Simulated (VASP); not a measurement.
**InAs: single point with r2SCAN**

Crystal: InAs.

```xyz
2
Lattice="0.0000 2.8773 2.8773 2.8773 0.0000 2.8773 2.8773 2.8773 0.0000" Properties=species:S:1:pos:R:3 pbc="T T T"
In    2.8773    2.8773    2.8773
As    0.0000    0.0000    0.0000
```

```yaml
Program: VASP 6.6.1
Task: single point
Functional: r2SCAN
Potentials_or_basis: VASP PAW PBE potentials, release 64 (In_d, As)
Cutoff: 520 eV
k_mesh: 8 × 8 × 8
Occupations: fermi-dirac, width 0.05 eV
Spin: no spin polarisation
Dipole_correction: no
Further_INCAR_settings: ALGO = Normal; EDIFF = 1e-06; NBANDS = 16
```

```json
{"Pressure": "-2.3 GPa", "Band gap on the k mesh": "zero (bands 9 and 10 overlap by 2.65 eV)"}
```

Levels at points of the mesh, in eV from the Fermi level:
| k point | band 5 | band 6 | band 7 | band 8 | band 9 | band 10 | band 11 | band 12 | band 13 | band 14 |
| --- | --- | --- | --- | --- | --- | --- | --- | --- | --- | --- |
| (0.00, 0.00, 0.00) | -14.92 | -12.62 | -0.30 | -0.30 | -0.30 | -0.28 | 7.58 | 7.58 | 7.58 | 7.98 |
| (0.50, 0.00, 0.00) | -14.86 | -10.89 | -6.72 | 0.10 | 0.10 | 2.53 | 3.51 | 3.51 | 4.78 | 11.39 |
| (0.50, 0.50, 0.00) | -14.84 | -9.95 | -4.89 | -2.85 | -2.38 | -2.38 | 4.23 | 9.80 | 9.80 | 10.76 |

Wall time 73 s on 1 thread of AMD EPYC 7R13 Processor (Zen 3), on a shared host, peak memory 0.15 GiB.

Caveat: the PAW data sets were made with another functional, which shifts forces and pressure a little; spin-orbit coupling is left out, which moves the levels of the heavy elements.
